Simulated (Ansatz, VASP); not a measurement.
**C: VASP beside Ansatz**

```xyz
2
Lattice="2.5180 0.0000 0.0000 -1.2590 2.1807 0.0000 0.0000 0.0000 26.0024" Properties=species:S:1:pos:R:3 pbc="T T T"
C     1.2590    0.7269   13.1442
C     0.0000    1.4538   12.8582
```

Alike in both runs: task single point; functional PBE; dispersion D3(BJ); k mesh 21 × 21 × 1; occupations gaussian, width 0.1 eV; no spin polarisation.

|  | VASP | Ansatz |
| --- | --- | --- |
| version | VASP 6.6.1 | Ansatz 0.2.0 |
| potentials or method | VASP PAW PBE potentials, release 64 (C), cutoff 520 eV | scalar-relativistic, plane waves, PAW |
| valence electrons in the cell | 8 | 8 |

Ansatz gave:

- gap on the k mesh at the Fermi level (eV): none
- rms of the force components (eV/Å): 2.784

Question: Which values does VASP return?

Answer: gap on the k mesh at the Fermi level (eV): none; rms of the force components (eV/Å): 2.773.

Atom by atom the forces differ by 0.011 eV/Å (rms over components). A gap of «none» marks a metal or a gap that the smearing closes.
